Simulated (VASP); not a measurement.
## Si8N (a cell with a defect): single point with LDA

System: Si8N (a cell with a defect).

```
Si N
1.0
     4.65798    2.68929    1.85981
    -4.65798    2.68929    1.85981
     0.00000   -5.37858    1.85981
Si N
8 1
Direct
  0.02306 0.72142 0.52535
  0.97694 0.27858 0.47465
  0.71550 0.71550 0.71550
  0.27858 0.47465 0.97694
  0.47465 0.97694 0.27858
  0.72142 0.52535 0.02306
  0.28450 0.28450 0.28450
  0.52535 0.02306 0.72142
  0.92142 0.12535 0.82306
```

```yaml
Program: VASP 6.6.1
Task: single point
Functional: LDA
Potentials_or_basis: VASP PAW LDA potentials, release 64 (Si, N)
Cutoff: 520 eV
k_mesh: 6 × 6 × 6
Occupations: gaussian, width 0.15 eV
Spin: no spin polarisation
Dipole_correction: no
Further_INCAR_settings: ALGO = Normal; EDIFF = 1e-06; NBANDS = 28
```

The pressure is 2.5 GPa, the largest force is 1.654 eV/Å and the band gap on the k mesh is zero (an odd number of electrons rules out a gap without spin polarisation).

Forces in eV/Å, atoms in the order of the input:
```
Si   0.200 -0.037 -0.602
Si   0.270  0.559  0.002
Si   0.386  0.522  1.143
Si  -0.415  0.130 -0.567
Si  -0.454  0.325 -0.417
Si  -0.152 -0.301 -0.017
Si  -0.048 -0.223 -0.832
Si  -0.366  0.556  1.052
N    0.579 -1.531  0.237
```

Stress tensor (GPa, compression positive):
```
 7.80  0.84 -1.78
 0.84  0.48 -4.05
-1.78 -4.05 -0.72
```

Levels at points of the mesh, in eV from the Fermi level:
```
           k point  band 17  band 18  band 19  band 20  band 21  band 22
(0.00, 0.00, 0.00)    -0.79    -0.53     0.01     1.12     2.42     3.19
(0.50, 0.00, 0.00)    -1.27    -1.01    -0.29     0.87     1.20     2.18
(0.00, 0.50, 0.00)    -1.35    -0.85    -0.19     1.24     1.63     2.04
(0.00, 0.00, 0.50)    -1.15    -0.95     0.28     0.61     1.34     2.13
(0.50, 0.50, 0.00)    -1.37    -0.66    -0.33     0.78     1.10     1.77
(0.50, 0.00, 0.50)    -1.59    -1.00    -0.07     0.68     1.20     1.75
(0.00, 0.50, 0.50)    -1.24    -0.62    -0.25     0.37     1.14     1.89
(0.50, 0.50, 0.50)    -0.75    -0.18     0.39     0.57     1.70     2.70
```

Wall time 9.6 min on 1 thread of Oxide Virtual Turin-like Processor, on a shared host, peak memory 0.39 GiB.

Caveat: an odd number of electrons without spin polarisation forces a metal; a magnetic or distorted state may lie lower.
